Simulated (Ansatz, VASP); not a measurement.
**Two plane-wave programs on ZnO**

```
Zn O
1.0
     3.23487    0.00000    0.00000
    -1.61743    2.80148    0.00000
     0.00000    0.00000    4.89957
Zn O
2 2
Direct
  0.66667 0.33333 0.49060
  0.33333 0.66667 0.99060
  0.66667 0.33333 0.88971
  0.33333 0.66667 0.38971
```

Change from the starting cell: strain along c alone, the other axes held, atoms relaxed: -6.0 %.

Alike in both runs: functional r2SCAN; k mesh 12 × 12 × 6; occupations gaussian, width 0.02 eV; no spin polarisation.

Ansatz relaxed the structure, and its values are those at the end. VASP's run is a single point on that final structure, the one shown.

|  | VASP | Ansatz |
| --- | --- | --- |
| version | VASP 6.6.1 | Ansatz 0.2.0 |
| potentials or method | VASP PAW PBE potentials, release 64 (Zn, O), cutoff 520 eV | scalar-relativistic, plane waves, PAW |
| valence electrons in the cell | 36 | 36 |

VASP gave:

```
gap on the k mesh at the Fermi level (eV) : 1.39
least direct gap on the mesh (eV)         : 1.39
pressure (GPa)                            : 11.3
rms of the force components (eV/Å)        : 0.003
```

Estimate Ansatz's values.

gap on the k mesh at the Fermi level (eV): 1.39; least direct gap on the mesh (eV): 1.39; pressure (GPa): 9.9; rms of the force components (eV/Å): 0.000.

VASP's potentials were made for PBE, not for r2SCAN. Ansatz's warnings: stress scf threshold loose.
